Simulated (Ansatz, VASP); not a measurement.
**SnO2: VASP beside Ansatz**

```xyz
6
Lattice="4.7201 0.0000 0.0000 0.0000 4.7206 0.0000 0.0000 0.0000 3.1888" Properties=species:S:1:pos:R:3 pbc="T T T"
Sn    2.3396    2.3367    1.5944
Sn    0.0205   -0.0237    0.0000
O     1.3686    1.5332    0.0000
O     3.8800    1.0027    1.5944
O     0.9913    3.8933    1.5944
O     3.2001    3.3632    0.0000
```

Change from the starting cell: mode 4 frozen in at +0.000 Å and mode 7 at -0.116 Å (largest displacements).

Alike in both runs: task single point; functional LDA; k mesh 6 × 6 × 8; occupations gaussian, width 0.05 eV; no spin polarisation.

|  | VASP | Ansatz |
| --- | --- | --- |
| version | VASP 6.6.1 | Ansatz 0.2.0 |
| potentials or method | VASP PAW LDA potentials, release 64 (Sn_d, O), cutoff 520 eV | scalar-relativistic, plane waves, PAW |
| valence electrons in the cell | 52 | 52 |

VASP gave:

- gap on the k mesh at the Fermi level (eV): 1.21
- least direct gap on the mesh (eV): 1.21
- pressure (GPa): 1.1
- traceless stress, the component that is largest in VASP (GPa): 0.97
- rms of the force components (eV/Å): 0.282

Task: Which values does Ansatz return?

Result: gap on the k mesh at the Fermi level (eV): 1.18; least direct gap on the mesh (eV): 1.18; pressure (GPa): -0.3; traceless stress, the component that is largest in VASP (GPa): 0.58; rms of the force components (eV/Å): 0.279.

Ansatz warns that its potentials were made for another functional, while VASP's fit it. LDA's correlation is that of Perdew and Zunger in VASP and of Perdew and Wang (1992) in Ansatz. Atom by atom the forces differ by 0.015 eV/Å (rms over components).
